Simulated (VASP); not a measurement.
# InSb3 (P6_3/mmc) in VASP: notebook

InSb3 is run at these levels: PBE; tasks: single point, relaxation of cell and atoms.

All numbers are computed with VASP 6.6.1; they aren't measurements. Logs are shortened: lines on timing, memory, paths and dates and some standing lists are left out, and cuts for length are marked.

### 1 The cell of the first run

It takes space group P6_3/mmc (No. 194, hexagonal). The conventional cell has a = 6.828 Å, b = 6.828 Å, c = 5.680 Å, α = 90.00°, β = 90.00°, γ = 120.00°. Within 4.5 Å of In (site symmetry -6m2) lie 12 Sb at 3.42 to 3.55 Å. Sb (site symmetry mm2) has 8 Sb at 3.14 to 3.69 Å and 4 In at 3.42 to 3.55 Å within 4.1 Å.

### 2 Single point, PBE

Contents of INCAR:

```
SYSTEM = InSb3
PREC = Accurate
ENCUT = 520
EDIFF = 1E-6
ISMEAR = 0
SIGMA = 0.1
LREAL = .FALSE.
LASPH = .TRUE.
NELM = 100
ALGO = Normal
ISIF = 2
LWAVE = .FALSE.
LCHARG = .FALSE.
GGA = PE
NBANDS = 38
```

Contents of KPOINTS:

```
Automatic mesh
0
G
  6 6 8
  0 0 0
```

Contents of POSCAR:

```
InSb3
1.0
    6.8281456417      0.0000000000      0.0000000000
   -3.4140728209      5.9133475864      0.0000000000
    0.0000000000      0.0000000000      5.6796686556
In Sb
2 6
Direct
    0.3333333333      0.6666666667      0.2500000000
    0.6666666667      0.3333333333      0.7500000000
    0.8468663712      0.6937327423      0.2500000000
    0.1531336288      0.8468663712      0.7500000000
    0.3062672577      0.1531336288      0.2500000000
    0.1531336288      0.3062672577      0.7500000000
    0.8468663712      0.1531336288      0.2500000000
    0.6937327423      0.8468663712      0.7500000000
```

Potentials or basis: VASP PAW PBE potentials, release 64 (In_d, Sb).

The run is started by

```bash
$ cat potpaw_PBE.64/In_d/POTCAR potpaw_PBE.64/Sb/POTCAR > POTCAR
$ mpirun -np 1 vasp_std > vasp.out
```

OUTCAR:

```text
SYSTEM = InSb3
   PREC = Accurate
   ENCUT = 520
   EDIFF = 1E-6
   ISMEAR = 0
   LREAL = .FALSE.
   LASPH = .TRUE.
   NELM = 100
   ISIF = 2
   GGA = PE

 ion  position               nearest neighbor table
   1  0.333  0.667  0.250-   5 3.42   3 3.42   7 3.42   7 3.42   5 3.42   3 3.42   6 3.55   6 3.55
                             8 3.55   8 3.55   4 3.55   4 3.55
   2  0.667  0.333  0.750-   8 3.42   6 3.42   4 3.42   4 3.42   8 3.42   6 3.42   3 3.55   3 3.55
                             5 3.55   5 3.55   7 3.55   7 3.55
   3  0.847  0.694  0.250-   5 3.14   7 3.14   4 3.37   4 3.37   8 3.37   8 3.37   1 3.42   1 3.42
                             2 3.55   2 3.55   5 3.69   7 3.69
   4  0.153  0.847  0.750-   6 3.14   8 3.14   5 3.37   5 3.37   3 3.37   3 3.37   2 3.42   2 3.42
                             1 3.55   1 3.55   6 3.69   8 3.69
   5  0.306  0.153  0.250-   3 3.14   7 3.14   4 3.37   4 3.37   6 3.37   6 3.37   1 3.42   1 3.42
                             2 3.55   2 3.55   3 3.69   7 3.69
   6  0.153  0.306  0.750-   8 3.14   4 3.14   7 3.37   7 3.37   5 3.37   5 3.37   2 3.42   2 3.42
                             1 3.55   1 3.55   8 3.69   4 3.69
   7  0.847  0.153  0.250-   3 3.14   5 3.14   8 3.37   8 3.37   6 3.37   6 3.37   1 3.42   1 3.42
                             2 3.55   2 3.55   3 3.69   5 3.69
   8  0.694  0.847  0.750-   6 3.14   4 3.14   7 3.37   7 3.37   3 3.37   3 3.37   2 3.42   2 3.42
                             1 3.55   1 3.55   6 3.69   4 3.69

  LATTYP: Found a hexagonal cell.
 ALAT       =     6.8281456417
 C/A-ratio  =     0.8318025059

  Lattice vectors:

 A1 = (   6.8281456417,   0.0000000000,   0.0000000000)
 A2 = (  -3.4140728209,   5.9133475864,   0.0000000000)
 A3 = (   0.0000000000,   0.0000000000,   5.6796686556)

Analysis of symmetry for initial positions (statically):
=====================================================================
 Subroutine PRICEL returns:
 Original cell was already a primitive cell.

 Routine SETGRP: Setting up the symmetry group for a
 hexagonal supercell.

 Subroutine GETGRP returns: Found 24 space group operations
 (whereof 12 operations were pure point group operations)
 out of a pool of 24 trial point group operations.

The static configuration has the point symmetry D_3d.
 The point group associated with its full space group is D_6h.

Analysis of symmetry for dynamics (positions and initial velocities):
=====================================================================
 Subroutine PRICEL returns:
 Original cell was already a primitive cell.

 Routine SETGRP: Setting up the symmetry group for a
 hexagonal supercell.

 Subroutine GETGRP returns: Found 24 space group operations
 (whereof 12 operations were pure point group operations)
 out of a pool of 24 trial point group operations.

The dynamic configuration has the point symmetry D_3d.
 The point group associated with its full space group is D_6h.

 Subroutine INISYM returns: Found 24 space group operations
 (whereof 12 operations are pure point group operations),
 and found     1 'primitive' translations

----------------------------------------------------------------------------------------

                                     Primitive cell

  volume of cell :     229.3291

  direct lattice vectors                    reciprocal lattice vectors
     6.828145642  0.000000000  0.000000000     0.146452647  0.084554475  0.000000000
    -3.414072821  5.913347586  0.000000000     0.000000000  0.169108950  0.000000000
     0.000000000  0.000000000  5.679668656     0.000000000  0.000000000  0.176066609

  length of vectors
     6.828145642  6.828145642  5.679668656     0.169108950  0.169108950  0.176066609

  position of ions in fractional coordinates (direct lattice)
     0.333333333  0.666666667  0.250000000
     0.666666667  0.333333333  0.750000000
     0.846866371  0.693732742  0.250000000
     0.153133629  0.846866371  0.750000000
     0.306267258  0.153133629  0.250000000
     0.153133629  0.306267258  0.750000000
     0.846866371  0.153133629  0.250000000
     0.693732742  0.846866371  0.750000000

  ion indices of the primitive-cell ions
   primitive index   ion index
                 1           1
                 2           2
                 3           3
                 4           4
                 5           5
                 6           6
                 7           7
                 8           8

----------------------------------------------------------------------------------------

 KPOINTS: Automatic mesh

Automatic generation of k-mesh.
 Grid dimensions read from file:
 generate k-points for:    6    6    8

 Generating k-lattice:

  Cartesian coordinates                     Fractional coordinates (reciprocal lattice)
     0.024408774  0.014092412  0.000000000     0.166666667 -0.000000000  0.000000000
     0.000000000  0.028184825  0.000000000     0.000000000  0.166666667  0.000000000
     0.000000000  0.000000000  0.022008326     0.000000000  0.000000000  0.125000000

  Length of vectors
     0.028184825  0.028184825  0.022008326

  Shift w.r.t. Gamma in fractional coordinates (k-lattice)
     0.000000000  0.000000000  0.000000000

 Subroutine IBZKPT returns following result:
 ===========================================

 Found     35 irreducible k-points:

 Following reciprocal coordinates:
            Coordinates               Weight
  0.000000  0.000000  0.000000      1.000000
  0.166667  0.000000  0.000000      6.000000
  0.333333  0.000000  0.000000      6.000000
  0.500000  0.000000  0.000000      3.000000
  0.166667  0.166667  0.000000      6.000000
  0.333333  0.166667  0.000000     12.000000
[... 16 lines left out ...]
  0.166667  0.000000  0.375000     12.000000
  0.333333  0.000000  0.375000     12.000000
 [... further k-points ...]
   k-points           NKPTS =     35   k-points in BZ     NKDIM =     35   number of bands    NBANDS=     38
   number of dos      NEDOS =    301   number of ions     NIONS =      8
   total plane-waves  NPLWV = 122472
   dimension x,y,z NGX =    54 NGY =   54 NGZ =   42
   dimension x,y,z NGXF=   108 NGYF=  108 NGZF=   84
   ions per type =               2   6
   NGX,Y,Z   is equivalent  to a cutoff of  13.15, 13.15, 12.29 a.u.
   NGXF,Y,Z  is equivalent  to a cutoff of  26.29, 26.29, 24.59 a.u.
 SYSTEM =  InSb3
   PREC   = accura    normal or accurate (medium, high low for compatibility)
   ISTART =      0    job   : 0-new  1-cont  2-samecut
   ICHARG =      2    charge: 1-file 2-atom 10-const
   ISPIN  =      1    spin polarized calculation?
   LNONCOLLINEAR =      F non collinear calculations
   LSORBIT =      F    spin-orbit coupling
   LASPH  =      T    aspherical Exc in radial PAW
   ENCUT  =  520.0 eV  38.22 Ry    6.18 a.u.  12.70 12.70 10.56*2*pi/ulx,y,z
   NELM   =    100;   NELMIN=  2; NELMDL= -5     # of ELM steps
   EDIFF  = 0.1E-05   stopping-criterion for ELM
   LREAL  =      F    real-space projection
   EDIFFG = 0.1E-04   stopping-criterion for IOM
   NSW    =      0    number of steps for IOM
   IBRION =     -1    ionic relax: 0-MD 1-quasi-New 2-CG
   NFREE  =      0    steps in history (QN), initial steepest desc. (CG)
   ISIF   =      2    stress and relaxation
   ISYM   =      2    0-nonsym 1-usesym 2-fastsym
   POTIM  = 0.5000    time-step for ionic-motion
   TEBEG  =    0.0;   TEEND  =   0.0 temperature during run
   PSTRESS=    0.0 pullay stress
   NELECT =      56.0000    total number of electrons
   NUPDOWN=      -1.0000    fix difference up-down
   EMIN   =  10.00;   EMAX   =-10.00  energy-range for DOS
   EFERMI =   0.00;   METHOD = LEGACY
   ISMEAR =     0;   SIGMA  =   0.10  broadening in eV -4-tet -1-fermi 0-gaus
   EFERMI_NEDOS =   21; number of points for ismear=-14 and -15
   IALGO  =     38    algorithm
   IMIX   =      4    mixing-type and parameters
     AMIX     =   0.40;   BMIX     =  1.00
     AMIX_MAG =   1.60;   BMIX_MAG =  1.00
  volume/ion in A,a.u.               =      28.67       193.45
  Fermi-wavevector in a.u.,A,eV,Ry     =   1.023256  1.933674 14.246028  1.047054
  Thomas-Fermi vector in A             =   2.156980
   LORBIT       =      0    0 simple, 1 ext, 2 COOP (PROOUT), +10 PAW based schemes
   GGA     = PE    functional components
   LHFCALC =     F    Hartree Fock is set to
   AEXX    =    0.0000 exact exchange contribution
   IVDW    =     0    specifies the selected vdW correction
   LEPSILON=     F    determine dielectric tensor
   LRPA    =     F    only Hartree local field effects (RPA)
 non-spin polarized calculation
 Gauss-broadening in eV      SIGMA  =   0.10
  energy-cutoff  :      520.00
  volume of cell :      229.33
 maximum number of plane-waves:      6225
 NGX is ok and might be reduce to    54
   NGX = 25   NGY = 25   NGZ = 21

 number of electron      55.9999990 magnetization

 Free energy of the ion-electron system (eV)
  ---------------------------------------------------
  ext. energy  EPLUGINS =         0.00000000
  ---------------------------------------------------
  free energy    TOTEN  =       -28.62944372 eV

  energy without entropy =      -28.60829058  energy(sigma->0) =      -28.61886715

 E-fermi :   7.5148     XC(G=0):  -9.8873

 val. band max:        7.4830235969   @ k =   0.3333   0.0000   0.3750
 cond. band min:       7.5150582091   @ k =   0.3333   0.3333   0.3750
 fundamental gap:      0.0320346122
 Fermi energy:         7.5148067920

 k-point     1 :       0.0000    0.0000    0.0000
  band No.  band energies     occupation
      1      -7.0013      2.00000
      2      -7.0000      2.00000
      3      -7.0000      2.00000
      4      -6.9903      2.00000
      5      -6.9903      2.00000
      6      -6.9812      2.00000
[... 30 lines left out ...]
     37      11.1571      0.00000
     38      12.2063      0.00000

 k-point     2 :       0.1667    0.0000    0.0000
  band No.  band energies     occupation
      1      -7.0021      2.00000
      2      -6.9992      2.00000
      3      -6.9987      2.00000
      4      -6.9897      2.00000
      5      -6.9894      2.00000
      6      -6.9818      2.00000
[... 30 lines left out ...]
     37      11.0593      0.00000
     38      11.9531      0.00000

 k-point     3 :       0.3333    0.0000    0.0000
  band No.  band energies     occupation
      1      -7.0054      2.00000
      2      -6.9962      2.00000
      3      -6.9944      2.00000
      4      -6.9883      2.00000
      5      -6.9881      2.00000
      6      -6.9830      2.00000
[... 30 lines left out ...]
     37      10.3744      0.00000
     38      10.7876      0.00000

 k-point     4 :       0.5000    0.0000    0.0000
  band No.  band energies     occupation
      1      -7.0069      2.00000
      2      -6.9951      2.00000
      3      -6.9894      2.00000
      4      -6.9894      2.00000
      5      -6.9874      2.00000
      6      -6.9835      2.00000
[... 30 lines left out ...]
     37      10.4048      0.00000
     38      10.5367      0.00000
[... 703 lines left out ...]
      4      -6.9978      2.00000
      5      -6.9911      2.00000
      6      -6.9830      2.00000
[... 30 lines left out ...]
     37      10.8255      0.00000
     38      10.8658      0.00000

 k-point    23 :       0.1667    0.0000    0.3750
  band No.  band energies     occupation
      1      -7.0020      2.00000
      2      -7.0003      2.00000
      3      -6.9970      2.00000
      4      -6.9962      2.00000
      5      -6.9900      2.00000
      6      -6.9826      2.00000
[... 30 lines left out ...]
     37      11.0285      0.00000
     38      11.2977      0.00000

 k-point    24 :       0.3333    0.0000    0.3750
  band No.  band energies     occupation
      1      -7.0014      2.00000
      2      -6.9960      2.00000
      3      -6.9949      2.00000
      4      -6.9928      2.00000
      5      -6.9875      2.00000
      6      -6.9830      2.00000
[... 30 lines left out ...]
     37      10.4842      0.00000
     38      10.8733      0.00000

 [... further k-points ...]
[... 5 lines left out ...]
  --------------------------------------------------------------------------------------
  -------------------------------------------------------------------------------------
  Total       -0.0794390     -0.0794390     -0.1279010      0.0000000     -0.0000000      0.0000000
  in kB       -0.5549903     -0.5549903     -0.8935632      0.0000000     -0.0000000      0.0000000
  external PRESSURE =      -0.6678479 kB  Pullay stress =       0.0000000 kB

 VOLUME and BASIS-vectors are now :
 -----------------------------------------------------------------------------
  energy-cutoff  :      520.00
  volume of cell :      229.33
      direct lattice vectors                 reciprocal lattice vectors
     6.828145642  0.000000000  0.000000000     0.146452647  0.084554475  0.000000000
    -3.414072821  5.913347586  0.000000000     0.000000000  0.169108950  0.000000000
     0.000000000  0.000000000  5.679668656     0.000000000  0.000000000  0.176066609

 POSITION                                       TOTAL-FORCE (eV/Angst)
 -----------------------------------------------------------------------------------
     -0.00000      3.94223      1.41992         0.000000      0.000000      0.000000
      3.41407      1.97112      4.25975         0.000000      0.000000      0.000000
      3.41407      4.10228      1.41992         0.000000     -0.003381     -0.000000
     -1.84564      5.00782      4.25975         0.002928     -0.001691      0.000000
      1.56843      0.90553      1.41992         0.002928      0.001691      0.000000
     -0.00000      1.81106      4.25975        -0.000000      0.003381      0.000000
      5.25972      0.90553      1.41992        -0.002928      0.001691      0.000000
      1.84564      5.00782      4.25975        -0.002928     -0.001691     -0.000000
 -----------------------------------------------------------------------------------
    total drift:                               -0.000000      0.000000     -0.000000

  FREE ENERGIE OF THE ION-ELECTRON SYSTEM (eV)
  ---------------------------------------------------
  free  energy   TOTEN  =       -28.6294437172 eV

  energy  without entropy=      -28.6082905757  energy(sigma->0) =      -28.61886715
```

It took 8.1 min on 1 thread of Intel Xeon Platinum 8375C at 2.90GHz (Ice Lake), shared host; peak memory 0.49 GiB.

Results:

| Property | Result |
| --- | --- |
| Free energy | -28.6294 eV |
| Pressure | -0.1 GPa |
| Largest force | 0.003 eV/Å |
| Band gap on the k mesh | zero (bands 28 and 29 overlap by 2.44 eV) |

Forces in eV/Å, atoms in the order of the input:
```
In   0.000  0.000  0.000
In   0.000  0.000  0.000
Sb   0.000 -0.003  0.000
Sb   0.003 -0.002  0.000
Sb   0.003  0.002  0.000
Sb   0.000  0.003  0.000
Sb  -0.003  0.002  0.000
Sb  -0.003 -0.002  0.000
```

Caveat: spin-orbit coupling is left out, which moves the levels of the heavy elements.

(Continued in part 2 of 2.)
